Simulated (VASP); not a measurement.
# Li2H (P6_3/mmc) in VASP: notebook

The runs below take Li2H through relaxation of cell and atoms, single point, with PBE.

Everything below comes from runs of VASP 6.6.1. Logs are shortened: lines on timing, memory, paths and dates and some standing lists are left out, and cuts for length are marked.

## 1. The cell of the first run

It takes space group P6_3/mmc (No. 194, hexagonal). Conventional cell: a = 2.755 Å, b = 2.755 Å, c = 9.343 Å, α = 90.00°, β = 90.00°, γ = 120.00°. Li (site symmetry 3m) has 3 H at 2.06 Å and 4 Li at 2.59 to 2.63 Å within 2.7 Å. Within 2.7 Å of H (site symmetry -6m2) lie 6 Li at 2.06 Å.

## 2. Relaxation of cell and atoms, PBE

INCAR reads:

```
SYSTEM = Li2H
PREC     = Accurate       ! precision mode
ENCUT    = 600            ! plane-wave cutoff, eV
EDIFF    = 1E-6           ! SCF threshold, eV
ISMEAR   = 0              ! smearing method
SIGMA    = 0.1            ! smearing width, eV
LREAL    = .FALSE.        ! projectors in reciprocal space
LASPH    = .TRUE.         ! aspherical terms in the spheres
NELM     = 60             ! most SCF steps
ALGO     = Normal         ! electronic algorithm
ISIF     = 3              ! what is computed and relaxed
LWAVE    = .FALSE.        ! write WAVECAR
LCHARG   = .FALSE.        ! write CHGCAR
GGA      = PE             ! functional
IBRION   = 2              ! ionic algorithm
NSW      = 90             ! ionic steps
EDIFFG   = -0.04          ! ionic threshold
```

KPOINTS reads:

```
Automatic mesh
0
G
  9 9 2
  0 0 0
```

POSCAR reads:

```
Li2H
1.0
    2.7550904300      0.0000000000      0.0000000000
   -1.3775452100      2.3859783000      0.0000000000
    0.0000000000      0.0000000000      9.3431625400
Li H
4 2
Direct
    0.3333333300      0.6666666700      0.3907000100
    0.6666666700      0.3333333300      0.8907000100
    0.3333333300      0.6666666700      0.1092999900
    0.6666666700      0.3333333300      0.6092999900
    0.0000000000      0.0000000000      0.2500000000
    0.0000000000      0.0000000000      0.7500000000
```

Potentials or basis: VASP PAW PBE potentials, release 64 (Li_sv, H).

Launch:

```bash
$ cat potpaw_PBE.64/Li_sv/POTCAR potpaw_PBE.64/H/POTCAR > POTCAR
$ mpirun -np 1 vasp_std > vasp.out
```

OUTCAR:

```text
SYSTEM = Li2H
   PREC = Accurate
   ENCUT = 600
   EDIFF = 1E-6
   ISMEAR = 0
   LREAL = .FALSE.
   LASPH = .TRUE.
   NELM = 60
   ISIF = 3
   GGA = PE
   IBRION = 2
   NSW = 90
   EDIFFG = -0.04

 ion  position               nearest neighbor table
   1  0.333  0.667  0.391-   4 2.59   4 2.59   4 2.59
   2  0.667  0.333  0.891-   3 2.59   3 2.59   3 2.59
   3  0.333  0.667  0.109-   2 2.59   2 2.59   2 2.59
   4  0.667  0.333  0.609-   1 2.59   1 2.59   1 2.59
   5  0.000  0.000  0.250-
   6  0.000  0.000  0.750-

  LATTYP: Found a hexagonal cell.
 ALAT       =     2.7550904300
 C/A-ratio  =     3.3912362506

  Lattice vectors:

 A1 = (   2.7550904300,   0.0000000000,   0.0000000000)
 A2 = (  -1.3775452100,   2.3859783000,   0.0000000000)
 A3 = (   0.0000000000,   0.0000000000,   9.3431625400)

Analysis of symmetry for initial positions (statically):
=====================================================================
 Subroutine PRICEL returns:
 Original cell was already a primitive cell.

 Routine SETGRP: Setting up the symmetry group for a
 hexagonal supercell.

 Subroutine GETGRP returns: Found 24 space group operations
 (whereof 12 operations were pure point group operations)
 out of a pool of 24 trial point group operations.

The static configuration has the point symmetry D_3d.
 The point group associated with its full space group is D_6h.

Analysis of symmetry for dynamics (positions and initial velocities):
=====================================================================
 Subroutine PRICEL returns:
 Original cell was already a primitive cell.

 Routine SETGRP: Setting up the symmetry group for a
 hexagonal supercell.

 Subroutine GETGRP returns: Found 24 space group operations
 (whereof 12 operations were pure point group operations)
 out of a pool of 24 trial point group operations.

The dynamic configuration has the point symmetry D_3d.
 The point group associated with its full space group is D_6h.

 Subroutine INISYM returns: Found 24 space group operations
 (whereof 12 operations are pure point group operations),
 and found     1 'primitive' translations

----------------------------------------------------------------------------------------

                                     Primitive cell

  volume of cell :      61.4181

  direct lattice vectors                    reciprocal lattice vectors
     2.755090430  0.000000000  0.000000000     0.362964493  0.209557647  0.000000000
    -1.377545210  2.385978300  0.000000000     0.000000000  0.419115295  0.000000000
     0.000000000  0.000000000  9.343162540     0.000000000  0.000000000  0.107030141

  length of vectors
     2.755090430  2.755090426  9.343162540     0.419115295  0.419115295  0.107030141

  position of ions in fractional coordinates (direct lattice)
     0.333333330  0.666666670  0.390700010
     0.666666670  0.333333330  0.890700010
     0.333333330  0.666666670  0.109299990
     0.666666670  0.333333330  0.609299990
     0.000000000  0.000000000  0.250000000
     0.000000000  0.000000000  0.750000000

  ion indices of the primitive-cell ions
   primitive index   ion index
                 1           1
                 2           2
                 3           3
                 4           4
                 5           5
                 6           6

----------------------------------------------------------------------------------------

 KPOINTS: Automatic mesh

Automatic generation of k-mesh.
 Grid dimensions read from file:
 generate k-points for:    9    9    2

 Generating k-lattice:

  Cartesian coordinates                     Fractional coordinates (reciprocal lattice)
     0.040329388  0.023284183  0.000000000     0.111111111  0.000000000  0.000000000
     0.000000000  0.046568366  0.000000000     0.000000000  0.111111111  0.000000000
     0.000000000  0.000000000  0.053515070     0.000000000  0.000000000  0.500000000

  Length of vectors
     0.046568366  0.046568366  0.053515070

  Shift w.r.t. Gamma in fractional coordinates (k-lattice)
     0.000000000  0.000000000  0.000000000

 Subroutine IBZKPT returns following result:
 ===========================================

 Found     24 irreducible k-points:

 Following reciprocal coordinates:
            Coordinates               Weight
  0.000000  0.000000  0.000000      1.000000
  0.111111  0.000000  0.000000      6.000000
  0.222222 -0.000000  0.000000      6.000000
  0.333333 -0.000000  0.000000      6.000000
  0.444444 -0.000000  0.000000      6.000000
  0.111111  0.111111  0.000000      6.000000
[... 16 lines left out ...]
  0.333333  0.222222  0.500000     12.000000
  0.333333  0.333333  0.500000      2.000000
   k-points           NKPTS =     24   k-points in BZ     NKDIM =     24   number of bands    NBANDS=     11
   number of dos      NEDOS =    301   number of ions     NIONS =      6
   total plane-waves  NPLWV =  46080
   dimension x,y,z NGX =    24 NGY =   24 NGZ =   80
   dimension x,y,z NGXF=    48 NGYF=   48 NGZF=  160
   ions per type =               4   2
   NGX,Y,Z   is equivalent  to a cutoff of  14.48, 14.48, 14.23 a.u.
   NGXF,Y,Z  is equivalent  to a cutoff of  28.96, 28.96, 28.47 a.u.
 SYSTEM =  Li2H
   PREC   = accura    normal or accurate (medium, high low for compatibility)
   ISTART =      0    job   : 0-new  1-cont  2-samecut
   ICHARG =      2    charge: 1-file 2-atom 10-const
   ISPIN  =      1    spin polarized calculation?
   LNONCOLLINEAR =      F non collinear calculations
   LSORBIT =      F    spin-orbit coupling
   LASPH  =      T    aspherical Exc in radial PAW
   ENCUT  =  600.0 eV  44.10 Ry    6.64 a.u.   5.50  5.50 18.66*2*pi/ulx,y,z
   NELM   =     60;   NELMIN=  2; NELMDL= -5     # of ELM steps
   EDIFF  = 0.1E-05   stopping-criterion for ELM
   LREAL  =      F    real-space projection
   EDIFFG = -.4E-01   stopping-criterion for IOM
   NSW    =     90    number of steps for IOM
   IBRION =      2    ionic relax: 0-MD 1-quasi-New 2-CG
   NFREE  =      1    steps in history (QN), initial steepest desc. (CG)
   ISIF   =      3    stress and relaxation
   ISYM   =      2    0-nonsym 1-usesym 2-fastsym
   POTIM  = 0.5000    time-step for ionic-motion
   TEBEG  =    0.0;   TEEND  =   0.0 temperature during run
   PSTRESS=    0.0 pullay stress
   NELECT =      14.0000    total number of electrons
   NUPDOWN=      -1.0000    fix difference up-down
   EMIN   =  10.00;   EMAX   =-10.00  energy-range for DOS
   EFERMI =   0.00;   METHOD = LEGACY
   ISMEAR =     0;   SIGMA  =   0.10  broadening in eV -4-tet -1-fermi 0-gaus
   EFERMI_NEDOS =   21; number of points for ismear=-14 and -15
   IALGO  =     38    algorithm
   IMIX   =      4    mixing-type and parameters
     AMIX     =   0.40;   BMIX     =  1.00
     AMIX_MAG =   1.60;   BMIX_MAG =  1.00
  volume/ion in A,a.u.               =      10.24        69.08
  Fermi-wavevector in a.u.,A,eV,Ry     =   1.000043  1.889808 13.607001  1.000086
  Thomas-Fermi vector in A             =   2.132373
   LORBIT       =      0    0 simple, 1 ext, 2 COOP (PROOUT), +10 PAW based schemes
   GGA     = PE    functional components
   LHFCALC =     F    Hartree Fock is set to
   AEXX    =    0.0000 exact exchange contribution
   IVDW    =     0    specifies the selected vdW correction
   LEPSILON=     F    determine dielectric tensor
   LRPA    =     F    only Hartree local field effects (RPA)
 conjugate gradient relaxation of ions
 non-spin polarized calculation
 Gauss-broadening in eV      SIGMA  =   0.10
  energy-cutoff  :      600.00
  volume of cell :       61.42
 maximum number of plane-waves:      2101
 NGX is ok and might be reduce to    24
   NGX = 11   NGY = 11   NGZ = 37

--------------------------------------- Ionic step        1  -------------------------------------------

 number of electron      14.0000014 magnetization

 Free energy of the ion-electron system (eV)
  ---------------------------------------------------
  ext. energy  EPLUGINS =         0.00000000
  ---------------------------------------------------
  free energy    TOTEN  =       -15.00761999 eV

  energy without entropy =      -15.00455106  energy(sigma->0) =      -15.00608553

------------------------ aborting loop because EDIFF is reached ----------------------------------------

  FORCE on cell =-STRESS in cart. coord.  units (eV):
  Direction    XX          YY          ZZ          XY          YZ          ZX
  --------------------------------------------------------------------------------------
  -------------------------------------------------------------------------------------
  Total        0.7613795      0.7613795      2.8556147      0.0000000      0.0000000      0.0000000
  in kB       19.8616581     19.8616580     74.4927372      0.0000000      0.0000000      0.0000000
  external PRESSURE =      38.0720178 kB  Pullay stress =       0.0000000 kB
[... 25 lines left out ...]
  energy  without entropy=      -15.0045510618  energy(sigma->0) =      -15.00608553

--------------------------------------- Ionic step        2  -------------------------------------------

 number of electron      14.0000019 magnetization

 E-fermi :   2.1243     XC(G=0):  -8.1309

 val. band max:        1.8153354488   @ k =   0.2222   0.1111   0.0000
 cond. band min:       2.1951848852   @ k =   0.2222   0.2222   0.5000
 fundamental gap:      0.3798494364
 Fermi energy:         2.1242779094

 k-point     1 :       0.0000    0.0000    0.0000
  band No.  band energies     occupation
      1     -44.4853      2.00000
      2     -44.4637      2.00000
      3     -44.4529      2.00000
      4     -44.4311      2.00000
      5      -4.8539      2.00000
      6      -4.6655      2.00000
      7      -1.0771      2.00000
      8      -0.0538      2.00000
      9       4.6564      0.00000
     10       8.9387      0.00000
     11       9.7419      0.00000
[... 517 lines left out ...]
  energy  without entropy=      -15.5494480291  energy(sigma->0) =      -15.55096170

--------------------------------------- Ionic step        7  -------------------------------------------

 number of electron      14.0000004 magnetization

 Free energy of the ion-electron system (eV)
  ---------------------------------------------------
  ext. energy  EPLUGINS =         0.00000000
  ---------------------------------------------------
  free energy    TOTEN  =       -15.55444011 eV

  energy without entropy =      -15.55140491  energy(sigma->0) =      -15.55292251

 E-fermi :   2.0127     XC(G=0):  -7.8651

 val. band max:        1.8063916598   @ k =   0.3333   0.1111   0.0000
 cond. band min:       2.0862844537   @ k =   0.3333  -0.0000   0.0000
 fundamental gap:      0.2798927939
 Fermi energy:         2.0127001859

 k-point     1 :       0.0000    0.0000    0.0000
  band No.  band energies     occupation
      1     -44.9875      2.00000
      2     -44.9786      2.00000
      3     -44.9599      2.00000
      4     -44.9509      2.00000
      5      -5.2777      2.00000
      6      -5.1586      2.00000
      7      -1.1754      2.00000
      8      -0.3231      2.00000
      9       3.7293      0.00000
     10       7.5909      0.00000
     11       8.0654      0.00000
[... 353 lines left out ...]
  FREE ENERGIE OF THE ION-ELECTRON SYSTEM (eV)
  ---------------------------------------------------
  free  energy   TOTEN  =       -15.5544401051 eV

  energy  without entropy=      -15.5514049138  energy(sigma->0) =      -15.55292251

 reached required accuracy - stopping structural energy minimisation
```

Wall time 88 s (1 thread of Intel Xeon Platinum 8259CL at 2.50GHz (Skylake/Cascade Lake), shared host); peak memory 0.2 GiB.

What came out:

* Free energy: -15.5544 eV
* Relaxed volume: 11.54 Å³/atom
* Relaxed cell: a = 2.799 Å, b = 2.799 Å, c = 10.206 Å, α = 90.00°, β = 90.00°, γ = 120.00°
* Space group after relaxing (to 0.05 Å): P6_3/mmc (No. 194)
* Energy gained by relaxing: 91.1 meV/atom
* Ionic steps: 7
* Pressure after relaxing: 0.1 GPa
* Largest force after relaxing: 0.004 eV/Å
* Band gap on the k mesh: zero (band 7 reaches 3.33 eV, above the bottom of band 8 at -0.80 eV)

Forces on the atoms (eV/Å):
```
Li   0.000  0.000 -0.004
Li   0.000  0.000 -0.004
Li   0.000  0.000  0.004
Li   0.000  0.000  0.004
H    0.000  0.000  0.000
H    0.000  0.000  0.000
```

The path:
```csv
step,energy change (eV),largest force (eV/Å),pressure (GPa),volume (Å³)
1,0.0000,1.2604,3.81,61.42
2,-0.3098,0.7570,2.35,63.60
3,-0.5219,0.0896,0.93,66.96
4,-0.5329,0.0734,0.67,67.90
5,-0.5330,0.0984,0.64,68.04
6,-0.5449,0.0345,0.32,68.77
7,-0.5468,0.0045,0.12,69.23
```

Final structure:
```xyz
6
Lattice="2.7987 0.0000 0.0000 -1.3994 2.4238 0.0000 0.0000 0.0000 10.2058" Properties=species:S:1:pos:R:3 pbc="T T T"
Li    0.0000    1.6159    3.7998
Li    1.3994    0.8079    8.9027
Li    0.0000    1.6159    1.3031
Li    1.3994    0.8079    6.4060
H     2.7987    0.0000    2.5514
H     0.0000    0.0000    7.6543
```

Caveat: the cutoff is under 1.25 times the usual one of these potentials, so pressure, stress and relaxed cells hold a basis-set (Pulay) error.

[end of part 1 of 2]
